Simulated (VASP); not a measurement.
Write the native input for VASP 6.6.1 that does the following.

```yaml
Task: single point
Functional: RPBE
Potentials_or_basis: VASP PAW PBE potentials, release 64 (Li_sv)
Cutoff: 520 eV
k_mesh: 21 × 21 × 21
Occupations: fermi-dirac, width 0.1 eV
Spin: no spin polarisation
Dipole_correction: no
Further_INCAR_settings: ALGO = Normal; EDIFF = 1e-06; NBANDS = 8
```

The structure of Li lies in POSCAR:

```
Li
1.0
   -1.7161554496      1.7161554496      1.7161554496
    1.7161554496     -1.7161554496      1.7161554496
    1.7161554496      1.7161554496     -1.7161554496
Li
1
Direct
    0.0000000000      0.0000000000      0.0000000000
```

This cell differs from its parent crystal: volume scaled by 0.96.

One way to write it, as run:

INCAR

```
PREC = Accurate
ENCUT = 520
EDIFF = 1E-6
ISMEAR = -1
SIGMA = 0.1
LREAL = F
LASPH = T
NELM = 80
ALGO = Normal
ISIF = 2
LWAVE = F
LCHARG = F
GGA = RP
NBANDS = 8
```

KPOINTS

```
regular mesh
0
Gamma
  21 21 21
```

Potentials or basis: VASP PAW PBE potentials, release 64 (Li_sv).

Launch:

```bash
$ cat potpaw_PBE.64/Li_sv/POTCAR > POTCAR
$ mpirun -np 1 vasp_std > vasp.out
```

Run time: 97 s on 1 thread of AMD EPYC 7R13, with other jobs on the host, peak memory 0.12 GiB.
